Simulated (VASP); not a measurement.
Here is a VASP 6.6.1 calculation.

The input INCAR:

```
SYSTEM = MnSi
ALGO = Normal ; EDIFF = 1E-6
ENCUT = 520 ; GGA = PE
ISIF = 2 ; ISMEAR = 0
ISPIN = 2 ; LASPH = .True.
LCHARG = .False. ; LDAU = .True.
LDAUJ = 0 0 ; LDAUL = 2 -1
LDAUPRINT = 1 ; LDAUTYPE = 2
LDAUU = 3.9 0 ; LMAXMIX = 4
LORBIT = 11 ; LREAL = .False.
LWAVE = .False. ; MAGMOM = 2 2 2 2 0 0 0 0
NBANDS = 48 ; NELM = 150
NUPDOWN = 8.0 ; PREC = Accurate
SIGMA = 0.05
```

KPOINTS

```
k-points
0
Gamma
  5 5 5
  0 0 0
```

POSCAR

```
MnSi
1.0
    4.5580000000      0.0000000000      0.0000000000
    0.0000000000      4.5580000000      0.0000000000
    0.0000000000      0.0000000000      4.5580000000
Mn Si
4 4
Direct
    0.1380000000      0.1380000000      0.1380000000
    0.3620000000      0.8620000000      0.6380000000
    0.6380000000      0.3620000000      0.8620000000
    0.8620000000      0.6380000000      0.3620000000
    0.8450000000      0.8450000000      0.8450000000
    0.6550000000      0.1550000000      0.3450000000
    0.3450000000      0.6550000000      0.1550000000
    0.1550000000      0.3450000000      0.6550000000
```

Potentials or basis: VASP PAW PBE potentials, release 64 (Mn_pv, Si).

Run with:

```bash
$ cat potpaw_PBE.64/Mn_pv/POTCAR potpaw_PBE.64/Si/POTCAR > POTCAR
$ mpirun -np 1 vasp_std > vasp.out
```

Q: Predict the pressure.

A: 8.7 GPa.

Q: Estimate the largest force.

A: 0.098 eV/Å.

Forces on the atoms (eV/Å):
```
Mn   0.056  0.056  0.056
Mn  -0.056 -0.056  0.056
Mn   0.056 -0.056 -0.056
Mn  -0.056  0.056 -0.056
Si  -0.001 -0.001 -0.001
Si   0.001  0.001 -0.001
Si  -0.001  0.001  0.001
Si   0.001 -0.001  0.001
```

Caveat: the cell stands under pressure; the total moment is fixed, so each spin has its own Fermi level and the state may be an excited one; the U is typed as a test and isn't derived for this compound. The state reached can hang on the start; a lower one may exist.
